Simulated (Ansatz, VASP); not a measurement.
## SiC in VASP and in Ansatz

The input INCAR:

```
SYSTEM = SiC
ALGO = Normal ; EDIFF = 1E-6
ENCUT = 520 ; GGA = PE
ISIF = 2 ; ISMEAR = 0
LASPH = .TRUE. ; LCHARG = .TRUE.
LELF = .TRUE. ; LREAL = .FALSE.
LVHAR = .TRUE. ; LWAVE = .FALSE.
NBANDS = 11 ; NELM = 80
PREC = Accurate ; SIGMA = 0.05
```

The input KPOINTS:

```
k-points
0
G
  12 12 12
  0 0 0
```

The input POSCAR:

```
SiC
1.0
    0.0000000000      2.1550112119      2.1550112119
    2.1550112119      0.0000000000      2.1550112119
    2.2258392471      2.2258392471     -0.0708280352
Si C
1 1
Direct
    0.0000000000      0.0000000000      0.0000000000
    0.7500000000      0.7500000000      0.7500000000
```

Input for Ansatz:

```yaml
crystal:
  lattice:
    - [0.0, 2.1550112119, 2.1550112119]
    - [2.1550112119, 0.0, 2.1550112119]
    - [2.2258392471, 2.2258392471, -0.0708280352]
  atoms:
    - { symbol: Si, position: [0.0, 0.0, 0.0] }
    - { symbol: C, position: [0.75, 0.75, 0.75] }
basis:
  ecutwfc: 520.0
kpoints:
  mp_grid: { grid: [12, 12, 12] }
hamiltonian:
  xc: pbe
scf:
  occupations: { method: gaussian, width: 0.05 }
output:
  forces: true
  stress: true
  eigenvalues: true
```

Alike in both runs: task single point; functional PBE; k mesh 12 × 12 × 12; occupations gaussian, width 0.05 eV; no spin polarisation.

|  | VASP | Ansatz |
| --- | --- | --- |
| version | VASP 6.6.1 | Ansatz 0.2.0 |
| potentials or method | VASP PAW PBE potentials, release 64 (Si, C), cutoff 520 eV | scalar-relativistic, plane waves, PAW |
| valence electrons in the cell | 8 | 8 |

```csv
,VASP,Ansatz,Ansatz less VASP
gap on the k mesh at the Fermi level (eV),1.24,1.24,+0.004
least direct gap on the mesh (eV),4.24,4.25,+0.005
pressure (GPa),0.6,0.7,+0.04
"traceless stress, the component that is largest in VASP (GPa)",-8.17,-8.14,+0.032
rms of the force components (eV/Å),0.181,0.181,+0.0005
```

Atom by atom the forces differ by 0.000 eV/Å (rms over components). With one functional, cell and mesh, what is left measures potentials, basis and numerics.
